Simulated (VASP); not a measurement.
# SrO (Fm-3m) in VASP: notebook

SrO is run at these levels: PBEsol, PBEsol+D4; tasks: single point.

Everything below comes from runs of VASP 6.6.1. Logs are shortened: lines on timing, memory, paths and dates and some standing lists are left out, and cuts for length are marked.

## Step 1: The cell of the first run

Symmetry: Fm-3m, No. 225, cubic system. The conventional cell has a = 5.160 Å, b = 5.160 Å, c = 5.160 Å, α = 90.00°, β = 90.00°, γ = 90.00°. Sr (site symmetry m-3m) has 6 O at 2.58 Å within 3.4 Å. Within 3.4 Å of O (site symmetry m-3m) lie 6 Sr at 2.58 Å.

## Step 2: Single point, PBEsol

The input, INCAR:

```
SYSTEM = SrO
ALGO = Normal
EDIFF = 1E-7
ENCUT = 520
GGA = PS
ISIF = 2
ISMEAR = 0
LASPH = .True.
LCHARG = .False.
LREAL = .False.
LWAVE = .False.
NBANDS = 15
NELM = 100
PREC = Accurate
SIGMA = 0.01
```

The input, KPOINTS:

```
k-points
0
Gamma
  5 5 5
  0 0 0
```

The input, POSCAR:

```
SrO
1.0
    0.0000000000      2.5798927166      2.5798927166
    2.5798927166      0.0000000000      2.5798927166
    2.5798927166      2.5798927166      0.0000000000
Sr O
1 1
Direct
    0.5000000000      0.5000000000      0.5000000000
    0.0000000000      0.0000000000      0.0000000000
```

Potentials or basis: VASP PAW PBE potentials, release 64 (Sr_sv, O).

The run is started by

```console
$ cat potpaw_PBE.64/Sr_sv/POTCAR potpaw_PBE.64/O/POTCAR > POTCAR
$ mpirun -np 1 vasp_std > vasp.out
```

OUTCAR:

```text
SYSTEM = SrO
   EDIFF = 1E-7
   ENCUT = 520
   GGA = PS
   ISIF = 2
   ISMEAR = 0
   LASPH = .True.
   LREAL = .False.
   NELM = 100
   PREC = Accurate

 ion  position               nearest neighbor table
   1  0.500  0.500  0.500-   2 2.58   2 2.58   2 2.58   2 2.58   2 2.58   2 2.58
   2  0.000  0.000  0.000-   1 2.58   1 2.58   1 2.58   1 2.58   1 2.58   1 2.58

  LATTYP: Found a face centered cubic cell.
 ALAT       =     5.1597854332

  Lattice vectors:

 A1 = (   0.0000000000,   2.5798927166,   2.5798927166)
 A2 = (   2.5798927166,   0.0000000000,   2.5798927166)
 A3 = (   2.5798927166,   2.5798927166,   0.0000000000)

Analysis of symmetry for initial positions (statically):
=====================================================================
 Subroutine PRICEL returns:
 Original cell was already a primitive cell.

 Routine SETGRP: Setting up the symmetry group for a
 face centered cubic supercell.

 Subroutine GETGRP returns: Found 48 space group operations
 (whereof 48 operations were pure point group operations)
 out of a pool of 48 trial point group operations.

The static configuration has the point symmetry O_h .

Analysis of symmetry for dynamics (positions and initial velocities):
=====================================================================
 Subroutine PRICEL returns:
 Original cell was already a primitive cell.

 Routine SETGRP: Setting up the symmetry group for a
 face centered cubic supercell.

 Subroutine GETGRP returns: Found 48 space group operations
 (whereof 48 operations were pure point group operations)
 out of a pool of 48 trial point group operations.

The dynamic configuration has the point symmetry O_h .

 Subroutine INISYM returns: Found 48 space group operations
 (whereof 48 operations are pure point group operations),
 and found     1 'primitive' translations

----------------------------------------------------------------------------------------

                                     Primitive cell

  volume of cell :      34.3427

  direct lattice vectors                    reciprocal lattice vectors
     0.000000000  2.579892717  2.579892717    -0.193806509  0.193806509  0.193806509
     2.579892717  0.000000000  2.579892717     0.193806509 -0.193806509  0.193806509
     2.579892717  2.579892717  0.000000000     0.193806509  0.193806509 -0.193806509

  length of vectors
     3.648519269  3.648519269  3.648519269     0.335682720  0.335682720  0.335682720

  position of ions in fractional coordinates (direct lattice)
     0.500000000  0.500000000  0.500000000
     0.000000000  0.000000000  0.000000000

  ion indices of the primitive-cell ions
   primitive index   ion index
                 1           1
                 2           2

----------------------------------------------------------------------------------------

 KPOINTS: k-points

Automatic generation of k-mesh.
 Grid dimensions read from file:
 generate k-points for:    5    5    5

 Generating k-lattice:

  Cartesian coordinates                     Fractional coordinates (reciprocal lattice)
    -0.038761302  0.038761302  0.038761302     0.200000000  0.000000000  0.000000000
     0.038761302 -0.038761302  0.038761302     0.000000000  0.200000000  0.000000000
     0.038761302  0.038761302 -0.038761302     0.000000000  0.000000000  0.200000000

  Length of vectors
     0.067136544  0.067136544  0.067136544

  Shift w.r.t. Gamma in fractional coordinates (k-lattice)
     0.000000000  0.000000000  0.000000000

 Subroutine IBZKPT returns following result:
 ===========================================

 Found     10 irreducible k-points:

 Following reciprocal coordinates:
            Coordinates               Weight
  0.000000  0.000000  0.000000      1.000000
  0.200000  0.000000  0.000000      8.000000
  0.400000  0.000000  0.000000      8.000000
  0.200000  0.200000  0.000000      6.000000
  0.400000  0.200000  0.000000     24.000000
 -0.400000  0.200000  0.000000     24.000000
 -0.200000  0.200000  0.000000     12.000000
  0.400000  0.400000  0.000000      6.000000
 -0.400000  0.400000  0.000000     12.000000
 -0.400000  0.400000  0.200000     24.000000
   k-points           NKPTS =     10   k-points in BZ     NKDIM =     10   number of bands    NBANDS=     15
   number of dos      NEDOS =    301   number of ions     NIONS =      2
   total plane-waves  NPLWV =  21952
   dimension x,y,z NGX =    28 NGY =   28 NGZ =   28
   dimension x,y,z NGXF=    56 NGYF=   56 NGZF=   56
   ions per type =               1   1
   NGX,Y,Z   is equivalent  to a cutoff of  12.76, 12.76, 12.76 a.u.
   NGXF,Y,Z  is equivalent  to a cutoff of  25.52, 25.52, 25.52 a.u.
 SYSTEM =  SrO
   PREC   = accura    normal or accurate (medium, high low for compatibility)
   ISTART =      0    job   : 0-new  1-cont  2-samecut
   ICHARG =      2    charge: 1-file 2-atom 10-const
   ISPIN  =      1    spin polarized calculation?
   LNONCOLLINEAR =      F non collinear calculations
   LSORBIT =      F    spin-orbit coupling
   LASPH  =      T    aspherical Exc in radial PAW
   ENCUT  =  520.0 eV  38.22 Ry    6.18 a.u.   6.78  6.78  6.78*2*pi/ulx,y,z
   NELM   =    100;   NELMIN=  2; NELMDL= -5     # of ELM steps
   EDIFF  = 0.1E-06   stopping-criterion for ELM
   LREAL  =      F    real-space projection
   EDIFFG = 0.1E-05   stopping-criterion for IOM
   NSW    =      0    number of steps for IOM
   IBRION =     -1    ionic relax: 0-MD 1-quasi-New 2-CG
   NFREE  =      0    steps in history (QN), initial steepest desc. (CG)
   ISIF   =      2    stress and relaxation
   ISYM   =      2    0-nonsym 1-usesym 2-fastsym
   POTIM  = 0.5000    time-step for ionic-motion
   TEBEG  =    0.0;   TEEND  =   0.0 temperature during run
   PSTRESS=    0.0 pullay stress
   NELECT =      16.0000    total number of electrons
   NUPDOWN=      -1.0000    fix difference up-down
   EMIN   =  10.00;   EMAX   =-10.00  energy-range for DOS
   EFERMI =   0.00;   METHOD = LEGACY
   ISMEAR =     0;   SIGMA  =   0.01  broadening in eV -4-tet -1-fermi 0-gaus
   EFERMI_NEDOS =   21; number of points for ismear=-14 and -15
   IALGO  =     38    algorithm
   IMIX   =      4    mixing-type and parameters
     AMIX     =   0.40;   BMIX     =  1.00
     AMIX_MAG =   1.60;   BMIX_MAG =  1.00
  volume/ion in A,a.u.               =      17.17       115.88
  Fermi-wavevector in a.u.,A,eV,Ry     =   1.269121  2.398292 21.914485  1.610669
  Thomas-Fermi vector in A             =   2.402180
   LORBIT       =      0    0 simple, 1 ext, 2 COOP (PROOUT), +10 PAW based schemes
   GGA     = PS    functional components
   LHFCALC =     F    Hartree Fock is set to
   AEXX    =    0.0000 exact exchange contribution
   IVDW    =     0    specifies the selected vdW correction
   LEPSILON=     F    determine dielectric tensor
   LRPA    =     F    only Hartree local field effects (RPA)
 non-spin polarized calculation
 Gauss-broadening in eV      SIGMA  =   0.01
  energy-cutoff  :      520.00
  volume of cell :       34.34
 maximum number of plane-waves:       941
   NGX = 13   NGY = 13   NGZ = 13

 number of electron      15.9999998 magnetization

 Free energy of the ion-electron system (eV)
  ---------------------------------------------------
  ext. energy  EPLUGINS =         0.00000000
  ---------------------------------------------------
  free energy    TOTEN  =       -12.63722690 eV

  energy without entropy =      -12.63722690  energy(sigma->0) =      -12.63722690

 E-fermi :   1.5119     XC(G=0): -10.2273

 val. band max:        1.4416703484   @ k =   0.0000   0.0000   0.0000
 cond. band min:       4.7904075175   @ k =   0.4000   0.4000   0.0000
 fundamental gap:      3.3487371691
 Fermi energy:         1.5119048116

 k-point     1 :       0.0000    0.0000    0.0000
  band No.  band energies     occupation
      1     -30.8329      2.00000
      2     -13.5431      2.00000
      3     -12.4964      2.00000
      4     -12.4964      2.00000
      5     -12.4964      2.00000
      6       1.4417      2.00000
      7       1.4417      2.00000
      8       1.4417      2.00000
      9       5.1910      0.00000
     10       7.5805      0.00000
     11       7.5805      0.00000
     12       7.5805      0.00000
     13       9.7517      0.00000
     14       9.7517      0.00000
     15      13.8766      0.00000

 k-point     2 :       0.2000    0.0000    0.0000
  band No.  band energies     occupation
      1     -30.7867      2.00000
      2     -14.2590      2.00000
      3     -12.5251      2.00000
      4     -12.5251      2.00000
      5     -11.8939      2.00000
      6       0.4702      2.00000
      7       0.9986      2.00000
      8       0.9986      2.00000
      9       6.7580      0.00000
     10       7.3449      0.00000
     11       8.3361      0.00000
     12       8.3361      0.00000
     13      10.7158      0.00000
     14      10.7158      0.00000
     15      16.1270      0.00000

 k-point     3 :       0.4000    0.0000    0.0000
  band No.  band energies     occupation
      1     -30.7104      2.00000
      2     -14.9591      2.00000
      3     -12.5706      2.00000
      4     -12.5706      2.00000
      5     -11.3785      2.00000
      6      -0.6068      2.00000
      7       0.3998      2.00000
      8       0.3998      2.00000
      9       7.7262      0.00000
     10       9.1844      0.00000
     11       9.8999      0.00000
     12       9.8999      0.00000
     13      12.6878      0.00000
     14      12.6878      0.00000
     15      16.5207      0.00000
[... 91 lines left out ...]
 k-point     9 :      -0.4000    0.4000    0.0000
  band No.  band energies     occupation
      1     -30.6584      2.00000
      2     -14.1164      2.00000
      3     -13.3478      2.00000
      4     -12.7947      2.00000
      5     -12.2585      2.00000
      6       0.7145      2.00000
      7       0.9566      2.00000
      8       1.0082      2.00000
      9       5.6268      0.00000
     10       9.6962      0.00000
     11       9.8274      0.00000
     12      11.8791      0.00000
     13      12.1471      0.00000
     14      14.2078      0.00000
     15      14.7123      0.00000

 k-point    10 :      -0.4000    0.4000    0.2000
  band No.  band energies     occupation
      1     -30.6670      2.00000
      2     -14.4092      2.00000
      3     -13.0327      2.00000
      4     -12.9612      2.00000
      5     -11.8949      2.00000
      6       0.2486      2.00000
      7       0.7267      2.00000
      8       1.0251      2.00000
      9       6.6342      0.00000
     10       8.3453      0.00000
     11      10.0678      0.00000
     12      11.7505      0.00000
     13      12.5105      0.00000
     14      14.1577      0.00000
     15      15.0522      0.00000

------------------------ aborting loop because EDIFF is reached ----------------------------------------

  FORCE on cell =-STRESS in cart. coord.  units (eV):
  Direction    XX          YY          ZZ          XY          YZ          ZX
  --------------------------------------------------------------------------------------
  -------------------------------------------------------------------------------------
  Total       -0.2923628     -0.2923628     -0.2923628      0.0000000      0.0000000     -0.0000000
  in kB      -13.6394770    -13.6394770    -13.6394770      0.0000000      0.0000000     -0.0000000
  external PRESSURE =     -13.6394770 kB  Pullay stress =       0.0000000 kB

 VOLUME and BASIS-vectors are now :
 -----------------------------------------------------------------------------
  energy-cutoff  :      520.00
  volume of cell :       34.34
      direct lattice vectors                 reciprocal lattice vectors
     0.000000000  2.579892717  2.579892717    -0.193806509  0.193806509  0.193806509
     2.579892717  0.000000000  2.579892717     0.193806509 -0.193806509  0.193806509
     2.579892717  2.579892717  0.000000000     0.193806509  0.193806509 -0.193806509

 POSITION                                       TOTAL-FORCE (eV/Angst)
 -----------------------------------------------------------------------------------
      2.57989      2.57989      2.57989        -0.000000     -0.000000     -0.000000
      0.00000      0.00000      0.00000         0.000000      0.000000      0.000000
 -----------------------------------------------------------------------------------
    total drift:                                0.000000      0.000000      0.000000

  FREE ENERGIE OF THE ION-ELECTRON SYSTEM (eV)
  ---------------------------------------------------
  free  energy   TOTEN  =       -12.6372269000 eV

  energy  without entropy=      -12.6372269000  energy(sigma->0) =      -12.63722690
```

Run time: 12 s. Hardware: 1 thread of AMD EPYC 7R43 (Zen 3), shared host; peak memory 0.12 GiB.

What came out:

```
Free energy            : -12.6372 eV
Pressure               : -1.4 GPa
Band gap on the k mesh : 3.35 eV (least direct gap 3.47 eV)
```

Levels at points of the mesh, in eV from the valence-band top:
| k point | band 5 | band 6 | band 7 | band 8 | band 9 | band 10 | band 11 | band 12 |
| --- | --- | --- | --- | --- | --- | --- | --- | --- |
| (0.00, 0.00, 0.00) | -13.94 | 0.00 | 0.00 | 0.00 | 3.75 | 6.14 | 6.14 | 6.14 |

Caveat: the k points lie up to 0.42 Å⁻¹ apart; the PAW data sets were made with another functional, which shifts forces and pressure a little; an odd mesh through Γ misses points on the zone boundary, where band edges can lie.

## Step 3: Single point, PBEsol

The input, INCAR:

```
SYSTEM = SrO
  PREC = Accurate
  ENCUT = 520
  EDIFF = 1E-7
  ISMEAR = 0
  SIGMA = 0.01
  LREAL = .FALSE.
  LASPH = .TRUE.
  NELM = 100
  ALGO = Normal
  ISIF = 2
  LWAVE = .FALSE.
  LCHARG = .FALSE.
  GGA = PS
  NBANDS = 15
```

The input, KPOINTS:

```
regular mesh
0
G
  6 6 6
  0 0 0
```

POSCAR is that of step 2.

Potentials or basis: VASP PAW PBE potentials, release 64 (Sr_sv, O).

The run is started by

```console
$ cat potpaw_PBE.64/Sr_sv/POTCAR potpaw_PBE.64/O/POTCAR > POTCAR
$ mpirun -np 1 vasp_std > vasp.out
```

OUTCAR:

```text
SYSTEM = SrO
   PREC = Accurate
   ENCUT = 520
   EDIFF = 1E-7
   ISMEAR = 0
   LREAL = .FALSE.
   LASPH = .TRUE.
   NELM = 100
   ISIF = 2
   GGA = PS

 ion  position               nearest neighbor table
   1  0.500  0.500  0.500-   2 2.58   2 2.58   2 2.58   2 2.58   2 2.58   2 2.58
   2  0.000  0.000  0.000-   1 2.58   1 2.58   1 2.58   1 2.58   1 2.58   1 2.58

  LATTYP: Found a face centered cubic cell.
 ALAT       =     5.1597854332

  Lattice vectors:

 A1 = (   0.0000000000,   2.5798927166,   2.5798927166)
 A2 = (   2.5798927166,   0.0000000000,   2.5798927166)
 A3 = (   2.5798927166,   2.5798927166,   0.0000000000)

Analysis of symmetry for initial positions (statically):
=====================================================================
 Subroutine PRICEL returns:
 Original cell was already a primitive cell.

 Routine SETGRP: Setting up the symmetry group for a
 face centered cubic supercell.

 Subroutine GETGRP returns: Found 48 space group operations
 (whereof 48 operations were pure point group operations)
 out of a pool of 48 trial point group operations.

The static configuration has the point symmetry O_h .

Analysis of symmetry for dynamics (positions and initial velocities):
[... 168 lines left out ...]
     10       7.5805      0.00000
     11       7.5805      0.00000
     12       7.5805      0.00000
     13       9.7517      0.00000
     14       9.7517      0.00000
[... 257 lines left out ...]
      2     -14.0986      2.00000
      3     -13.3118      2.00000
      4     -13.0162      2.00000
      5     -12.0919      2.00000
      6       0.5505      2.00000
      7       0.9588      2.00000
      8       1.0873      2.00000
      9       5.9854      0.00000
     10       8.9006      0.00000
     11       9.8010      0.00000
     12      12.3834      0.00000
     13      12.5281      0.00000
     14      14.1555      0.00000
     15      14.7543      0.00000

------------------------ aborting loop because EDIFF is reached ----------------------------------------

  FORCE on cell =-STRESS in cart. coord.  units (eV):
  Direction    XX          YY          ZZ          XY          YZ          ZX
  --------------------------------------------------------------------------------------
  -------------------------------------------------------------------------------------
  Total       -0.2935413     -0.2935413     -0.2935413      0.0000000      0.0000000      0.0000000
  in kB      -13.6944567    -13.6944567    -13.6944567      0.0000000      0.0000000      0.0000000
  external PRESSURE =     -13.6944567 kB  Pullay stress =       0.0000000 kB

 VOLUME and BASIS-vectors are now :
 -----------------------------------------------------------------------------
  energy-cutoff  :      520.00
  volume of cell :       34.34
      direct lattice vectors                 reciprocal lattice vectors
     0.000000000  2.579892717  2.579892717    -0.193806509  0.193806509  0.193806509
     2.579892717  0.000000000  2.579892717     0.193806509 -0.193806509  0.193806509
     2.579892717  2.579892717  0.000000000     0.193806509  0.193806509 -0.193806509

 POSITION                                       TOTAL-FORCE (eV/Angst)
 -----------------------------------------------------------------------------------
      2.57989      2.57989      2.57989        -0.000000     -0.000000      0.000000
      0.00000      0.00000      0.00000         0.000000      0.000000     -0.000000
 -----------------------------------------------------------------------------------
    total drift:                                0.000000      0.000000      0.000000

  FREE ENERGIE OF THE ION-ELECTRON SYSTEM (eV)
  ---------------------------------------------------
  free  energy   TOTEN  =       -12.6377594059 eV

  energy  without entropy=      -12.6377594059  energy(sigma->0) =      -12.63775941
```

OSZICAR:

```text
N       E                     dE             d eps       ncg     rms          rms(c)
DAV:   1     0.647402797068E+02    0.64740E+02   -0.77229E+03   480   0.101E+03
DAV:   2    -0.110844316470E+02   -0.75825E+02   -0.69030E+02   715   0.213E+02
DAV:   3    -0.145583739900E+02   -0.34739E+01   -0.34582E+01   694   0.402E+01
DAV:   4    -0.146103844960E+02   -0.52011E-01   -0.52008E-01   582   0.377E+00
DAV:   5    -0.146107267617E+02   -0.34227E-03   -0.34226E-03   615   0.304E-01    0.167E+01
DAV:   6    -0.128148588973E+02    0.17959E+01   -0.57804E+00   487   0.182E+01    0.195E+01
DAV:   7    -0.126638140092E+02    0.15104E+00   -0.29962E-01   557   0.476E+00    0.114E+01
DAV:   8    -0.126367068104E+02    0.27107E-01   -0.12357E-01   627   0.343E+00    0.402E-01
DAV:   9    -0.126375800758E+02   -0.87327E-03   -0.61806E-03   620   0.472E-01    0.232E-01
DAV:  10    -0.126376673336E+02   -0.87258E-04   -0.25726E-04   564   0.162E-01    0.919E-02
DAV:  11    -0.126377502645E+02   -0.82931E-04   -0.96580E-05   544   0.769E-02    0.260E-02
DAV:  12    -0.126377596894E+02   -0.94250E-05   -0.12539E-05   551   0.303E-02    0.114E-02
DAV:  13    -0.126377596505E+02    0.38960E-07   -0.14249E-06   529   0.923E-03    0.277E-03
DAV:  14    -0.126377593957E+02    0.25482E-06   -0.87436E-08   518   0.254E-03    0.661E-04
DAV:  15    -0.126377594059E+02   -0.10182E-07   -0.66837E-09   275   0.728E-04
   1 F= -.12637759E+02 E0= -.12637759E+02  d E =-.399788E-45
```

stdout:

```text
POSCAR found type information on POSCAR SrO
 POSCAR found :  2 types and       2 ions
 scaLAPACK will be used
 -----------------------------------------------------------------------------
|                                                                             |
|                                                                             |
|     You enforced a specific xc type in the INCAR file but a different       |
|     I HOPE YOU KNOW WHAT YOU ARE DOING!                                     |
|                                                                             |
 -----------------------------------------------------------------------------

 LDA part: xc-table for (Slater+PW92), standard interpolation
 POSCAR, INCAR and KPOINTS ok, starting setup
 FFT: planning ... GRIDC
 FFT: planning ... GRID_SOFT
 FFT: planning ... GRID
 WAVECAR not read
 entering main loop
```

Run time: 18 s. Hardware: 1 thread of AMD EPYC 7R43 (Zen 3), shared host; peak memory 0.12 GiB.

What came out:

```
Free energy            : -12.6378 eV
Pressure               : -1.4 GPa
Band gap on the k mesh : 3.16 eV (least direct gap 3.26 eV)
```

Caveat: the PAW data sets were made with another functional, which shifts forces and pressure a little.

[end of part 1 of 3]
